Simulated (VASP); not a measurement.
# SiC (P6_3mc) in VASP: a series of runs, part 2 of 2

VASP 6.6.1. Earlier steps stand in the parts before.

## (3) Single point, PBEsol

Contents of INCAR:

```
SYSTEM = SiC
ALGO = Normal
EDIFF = 1E-7
ENCUT = 520
GGA = PS
ISIF = 2
ISMEAR = 0
LASPH = .True.
LCHARG = .False.
LREAL = Auto
LWAVE = .False.
NBANDS = 86
NELM = 100
PREC = Accurate
SIGMA = 0.01
```

Contents of KPOINTS:

```
k-points
0
Gamma
  2 2 2
  0 0 0
```

Contents of POSCAR:

```
SiC
1.0
    3.0780369068     -5.3313163218      0.0000000000
   -6.1560738237      0.0000000058      0.0000000000
    0.0000000000      0.0000000000    -10.0756977068
Si C
16 16
Direct
    0.3333333333      0.1666666667      0.0621701848
    0.8333333333      0.1666666667      0.0621701848
    0.3333333333      0.6666666667      0.0621701848
    0.8333333333      0.6666666667      0.0621701848
    0.1666666667      0.3333333333      0.5621701848
    0.6666666667      0.3333333333      0.5621701848
    0.1666666667      0.8333333333      0.5621701848
    0.6666666667      0.8333333333      0.5621701848
    0.5000000000      0.5000000000      0.3121022255
    1.0000000000      0.5000000000      0.3121022255
    0.5000000000      1.0000000000      0.3121022255
    1.0000000000      1.0000000000      0.3121022255
    0.0000000000      0.0000000000      0.8121022255
    0.5000000000      0.0000000000      0.8121022255
    0.0000000000      0.5000000000      0.8121022255
    0.5000000000      0.5000000000      0.8121022255
    0.3333333333      0.1666666667      0.2501819866
    0.8333333333      0.1666666667      0.2501819866
    0.3333333333      0.6666666667      0.2501819866
    0.8333333333      0.6666666667      0.2501819866
    0.1666666667      0.3333333333      0.7501819866
    0.6666666667      0.3333333333      0.7501819866
    0.1666666667      0.8333333333      0.7501819866
    0.6666666667      0.8333333333      0.7501819866
    0.0000000000      0.5000000000      0.4995466031
    0.5000000000      0.5000000000      0.4995466031
    0.0000000000      1.0000000000      0.4995466031
    0.5000000000      1.0000000000      0.4995466031
    0.0000000000      0.0000000000      0.9995466031
    0.5000000000      0.0000000000      0.9995466031
    0.0000000000      0.5000000000      0.9995466031
    0.5000000000      0.5000000000      0.9995466031
```

Potentials or basis: VASP PAW PBE potentials, release 64 (Si, C).

Run with:

```sh
> cat potpaw_PBE.64/Si/POTCAR potpaw_PBE.64/C/POTCAR > POTCAR
> mpirun -np 1 vasp_std > vasp.out
```

OUTCAR:

```text
SYSTEM = SiC
   EDIFF = 1E-7
   ENCUT = 520
   GGA = PS
   ISIF = 2
   ISMEAR = 0
   LASPH = .True.
   LREAL = Auto
   NELM = 100
   PREC = Accurate

 ion  position               nearest neighbor table
   1  0.333  0.167  0.062-  29 1.89  32 1.89  30 1.89  17 1.89   2 3.08   2 3.08   3 3.08   3 3.08
                             4 3.08   4 3.08  12 3.08   9 3.08  11 3.08  13 3.08  16 3.08  14 3.08
   2  0.833  0.167  0.062-  30 1.89  31 1.89  29 1.89  18 1.89   1 3.08   1 3.08   4 3.08   4 3.08
                             3 3.08   3 3.08  11 3.08  10 3.08  12 3.08  14 3.08  15 3.08  13 3.08
   3  0.333  0.667  0.062-  31 1.89  30 1.89  32 1.89  19 1.89   4 3.08   4 3.08   1 3.08   1 3.08
                             2 3.08   2 3.08  10 3.08  11 3.08   9 3.08  15 3.08  14 3.08  16 3.08
   4  0.833  0.667  0.062-  32 1.89  29 1.89  31 1.89  20 1.89   3 3.08   3 3.08   2 3.08   2 3.08
                             1 3.08   1 3.08   9 3.08  12 3.08  10 3.08  16 3.08  13 3.08  15 3.08
   5  0.167  0.333  0.562-  26 1.89  27 1.89  25 1.89  21 1.89   6 3.08   6 3.08   7 3.08   7 3.08
                             8 3.08   8 3.08  16 3.08  13 3.08  15 3.08   9 3.08  12 3.08  10 3.08
   6  0.667  0.333  0.562-  25 1.89  28 1.89  26 1.89  22 1.89   5 3.08   5 3.08   8 3.08   8 3.08
                             7 3.08   7 3.08  15 3.08  14 3.08  16 3.08  10 3.08  11 3.08   9 3.08
[... 559 lines left out ...]
 [bands above 76 left out]

------------------------ aborting loop because EDIFF is reached ----------------------------------------

  FORCE on cell =-STRESS in cart. coord.  units (eV):
  Direction    XX          YY          ZZ          XY          YZ          ZX
  --------------------------------------------------------------------------------------
  -------------------------------------------------------------------------------------
  Total        2.1939056      2.1939056     -0.8055734      0.0000000      0.0000000      0.0000000
  in kB       10.6295558     10.6295558     -3.9030339      0.0000000      0.0000000      0.0000000
  external PRESSURE =       5.7853593 kB  Pullay stress =       0.0000000 kB

 VOLUME and BASIS-vectors are now :
 -----------------------------------------------------------------------------
  energy-cutoff  :      520.00
  volume of cell :      330.68
      direct lattice vectors                 reciprocal lattice vectors
     3.078036907 -5.331316322  0.000000000    -0.000000000 -0.187570937  0.000000000
    -6.156073824  0.000000006  0.000000000    -0.162441197 -0.093785469  0.000000000
     0.000000000  0.000000000-10.075697707     0.000000000  0.000000000 -0.099248710

 POSITION                                       TOTAL-FORCE (eV/Angst)
 -----------------------------------------------------------------------------------
     -0.00000     -1.77711     -0.62641        -0.000000      0.000000      0.041968
      1.53902     -4.44276     -0.62641        -0.000000      0.000000      0.041968
     -3.07804     -1.77711     -0.62641        -0.000000     -0.000000      0.041968
     -1.53902     -4.44276     -0.62641        -0.000000     -0.000000      0.041968
     -1.53902     -0.88855     -5.66426        -0.000000      0.000000      0.041968
     -0.00000     -3.55421     -5.66426         0.000000     -0.000000      0.041968
[... 24 lines left out ...]
     -3.07804      0.00000    -10.07113        -0.000000     -0.000000     -0.031666
     -1.53902     -2.66566    -10.07113         0.000000      0.000000     -0.031666
 -----------------------------------------------------------------------------------
    total drift:                               -0.000000     -0.000000      0.005505

  FREE ENERGIE OF THE ION-ELECTRON SYSTEM (eV)
  ---------------------------------------------------
  free  energy   TOTEN  =      -253.6241341063 eV

  energy  without entropy=     -253.6241341063  energy(sigma->0) =     -253.62413411
```

OSZICAR:

```text
N       E                     dE             d eps       ncg     rms          rms(c)
DAV:   1     0.371662034798E+03    0.37166E+03   -0.58531E+04   688   0.135E+03
DAV:   2    -0.241548403607E+03   -0.61321E+03   -0.57523E+03   848   0.233E+02
DAV:   3    -0.282200047498E+03   -0.40652E+02   -0.40266E+02   848   0.571E+01
DAV:   4    -0.283023549827E+03   -0.82350E+00   -0.82053E+00   824   0.898E+00
DAV:   5    -0.283046273413E+03   -0.22724E-01   -0.22687E-01   824   0.143E+00    0.351E+01
DAV:   6    -0.254917972196E+03    0.28128E+02   -0.90016E+01   776   0.224E+01    0.158E+01
DAV:   7    -0.253850325885E+03    0.10676E+01   -0.78343E+00   880   0.699E+00    0.664E+00
DAV:   8    -0.253644500202E+03    0.20583E+00   -0.52515E-01   764   0.195E+00    0.173E+00
DAV:   9    -0.253623121199E+03    0.21379E-01   -0.63381E-02   808   0.710E-01    0.269E-01
DAV:  10    -0.253624070747E+03   -0.94955E-03   -0.39341E-03   800   0.186E-01    0.128E-01
DAV:  11    -0.253624133011E+03   -0.62265E-04   -0.25965E-04   800   0.596E-02    0.276E-02
DAV:  12    -0.253624132364E+03    0.64701E-06   -0.23804E-05   802   0.126E-02    0.958E-03
DAV:  13    -0.253624134361E+03   -0.19961E-05   -0.21136E-06   880   0.389E-03    0.560E-03
DAV:  14    -0.253624134048E+03    0.31264E-06   -0.18500E-07   452   0.127E-03    0.135E-03
DAV:  15    -0.253624134106E+03   -0.58464E-07   -0.91289E-08   432   0.943E-04
   1 F= -.25362413E+03 E0= -.25362413E+03  d E =-.987724E-17
```

stdout:

```text
POSCAR found type information on POSCAR SiC
 POSCAR found :  2 types and      32 ions
 scaLAPACK will be used
 -----------------------------------------------------------------------------
|                                                                             |
|                                                                             |
|     You enforced a specific xc type in the INCAR file but a different       |
|     I HOPE YOU KNOW WHAT YOU ARE DOING!                                     |
|                                                                             |
 -----------------------------------------------------------------------------

 LDA part: xc-table for (Slater+PW92), standard interpolation
 POSCAR, INCAR and KPOINTS ok, starting setup
 FFT: planning ... GRIDC
 FFT: planning ... GRID_SOFT
 FFT: planning ... GRID
 WAVECAR not read
 entering main loop
```

Run time: 4.6 min. Hardware: 1 thread of Intel Xeon Platinum 8259CL at 2.50GHz (Skylake/Cascade Lake), shared host; peak memory 0.43 GiB.

Results:

| Property | Result |
| --- | --- |
| Free energy | -253.6241 eV |
| Pressure | 0.6 GPa |
| Largest force | 0.052 eV/Å |
| Band gap on the k mesh | 2.08 eV |

Forces on the atoms (eV/Å):
```
Si   0.000  0.000  0.042
Si   0.000  0.000  0.042
Si   0.000  0.000  0.042
Si   0.000  0.000  0.042
Si   0.000  0.000  0.042
Si   0.000  0.000  0.042
Si   0.000  0.000  0.042
Si   0.000  0.000  0.042
Si   0.000  0.000  0.042
Si   0.000  0.000  0.042
Si   0.000  0.000  0.042
Si   0.000  0.000  0.042
Si   0.000  0.000  0.042
Si   0.000  0.000  0.042
Si   0.000  0.000  0.042
Si   0.000  0.000  0.042
C    0.000  0.000 -0.052
C    0.000  0.000 -0.052
C    0.000  0.000 -0.052
C    0.000  0.000 -0.052
C    0.000  0.000 -0.052
C    0.000  0.000 -0.052
C    0.000  0.000 -0.052
C    0.000  0.000 -0.052
C    0.000  0.000 -0.032
C    0.000  0.000 -0.032
C    0.000  0.000 -0.032
C    0.000  0.000 -0.032
C    0.000  0.000 -0.032
C    0.000  0.000 -0.032
C    0.000  0.000 -0.032
C    0.000  0.000 -0.032
```

Levels at points of the mesh, in eV from the valence-band top:
```tsv
k point	band 60	band 61	band 62	band 63	band 64	band 65	band 66	band 67	band 68	band 69
(0.00, 0.00, 0.00)	-0.59	-0.59	-0.05	0.00	0.00	2.08	2.08	2.08	2.21	2.21
(0.50, 0.00, 0.00)	-1.64	-0.85	-0.85	-0.55	-0.55	3.51	3.51	3.65	3.65	4.16
(0.00, 0.00, 0.50)	-1.05	-0.21	-0.21	-0.21	-0.21	2.50	2.50	2.50	2.50	2.50
(0.50, 0.00, 0.50)	-1.29	-0.93	-0.93	-0.93	-0.93	3.76	3.76	3.76	3.76	3.82
```

Caveat: the k points lie up to 0.59 Å⁻¹ apart; the PAW data sets were made with another functional, which shifts forces and pressure a little. A k mesh can miss the band edges.

## (4) Relaxation of cell and atoms, PBEsol

This run uses another cell than the first one: it holds 8 atoms, not 32.

Contents of INCAR:

```
PREC = Accurate
ENCUT = 600
EDIFF = 1E-6
ISMEAR = 0
SIGMA = 0.02
LREAL = F
LASPH = T
NELM = 80
ALGO = Normal
ISIF = 3
LWAVE = F
LCHARG = F
GGA = PS
IBRION = 2
NSW = 100
EDIFFG = -0.005
```

Contents of KPOINTS:

```
regular mesh
0
Gamma
  12 12 4
```

Contents of POSCAR:

```
SiC
1.0
    3.0756941500      0.0000000000      0.0000000000
   -1.5378470700      2.6636292700      0.0000000000
    0.0000000000      0.0000000000     10.0706464800
Si C
4 4
Direct
    0.6666666700      0.3333333300      0.9378419800
    0.3333333300      0.6666666700      0.4378419800
    0.0000000000      0.0000000000      0.6878943800
    0.0000000000      0.0000000000      0.1878943800
    0.6666666700      0.3333333300      0.7498025900
    0.3333333300      0.6666666700      0.2498025900
    0.0000000000      0.0000000000      0.5004600500
    0.0000000000      0.0000000000      0.0004600500
```

Run with:

```sh
> cat potpaw_PBE.64/Si/POTCAR potpaw_PBE.64/C/POTCAR > POTCAR
> mpirun -np 1 vasp_std > vasp.out
```

It took 5.4 min on 1 thread of Intel Xeon Platinum 8259CL at 2.50GHz (Skylake/Cascade Lake), shared host; peak memory 0.29 GiB.

The run converged. Its results:

| Property | Result |
| --- | --- |
| Free energy | -63.6760 eV |
| Relaxed volume | 10.34 Å³/atom |
| Relaxed cell | a = 3.079 Å, b = 3.079 Å, c = 10.080 Å, α = 90.00°, β = 90.00°, γ = 120.00° |
| Space group after relaxing (to 0.1 Å) | P6_3mc (No. 186) |
| Energy gained by relaxing | 0.1 meV/atom |
| Ionic steps | 3 |
| Pressure after relaxing | 0.0 GPa |
| Band gap on the k mesh | 2.11 eV (least direct gap 3.23 eV) |

Forces in eV/Å, atoms in the order of the input:
```
Si   0.000  0.000  0.002
Si   0.000  0.000  0.002
Si   0.000  0.000  0.002
Si   0.000  0.000  0.002
C    0.000  0.000 -0.001
C    0.000  0.000 -0.001
C    0.000  0.000 -0.002
C    0.000  0.000 -0.002
```

Step by step:
| step | energy change (eV) | largest force (eV/Å) | pressure (GPa) | volume (Å³) |
| --- | --- | --- | --- | --- |
| 1 | 0.0000 | 0.0047 | 0.68 | 82.50 |
| 2 | 0.0001 | 0.0094 | -0.73 | 83.03 |
| 3 | -0.0005 | 0.0025 | 0.00 | 82.75 |

Final structure:
```
Si C
1.0
     3.07898    0.00000    0.00000
    -1.53949    2.66648    0.00000
     0.00000    0.00000   10.07959
Si C
4 4
Direct
  0.66667 0.33333 0.93783
  0.33333 0.66667 0.43783
  0.00000 0.00000 0.68790
  0.00000 0.00000 0.18790
  0.66667 0.33333 0.74981
  0.33333 0.66667 0.24981
  0.00000 0.00000 0.50046
  0.00000 0.00000 0.00046
```

Levels at points of the mesh, in eV from the valence-band top:
| k point | band 12 | band 13 | band 14 | band 15 | band 16 | band 17 | band 18 | band 19 | band 20 | band 21 |
| --- | --- | --- | --- | --- | --- | --- | --- | --- | --- | --- |
| (0.00, 0.00, 0.00) | -0.59 | -0.59 | -0.05 | 0.00 | 0.00 | 5.03 | 5.60 | 6.24 | 6.24 | 6.91 |
| (0.50, 0.00, 0.00) | -2.40 | -2.38 | -2.23 | -1.59 | -1.13 | 2.11 | 2.24 | 4.11 | 4.65 | 5.19 |
| (0.00, 0.00, 0.50) | -1.05 | -0.21 | -0.21 | -0.21 | -0.21 | 5.23 | 5.23 | 6.69 | 6.69 | 6.99 |
| (0.50, 0.00, 0.50) | -3.04 | -2.53 | -2.53 | -1.56 | -1.56 | 2.53 | 2.53 | 4.10 | 4.10 | 6.03 |

Caveat: the PAW data sets were made with another functional, which shifts forces and pressure a little. A k mesh can miss the band edges.
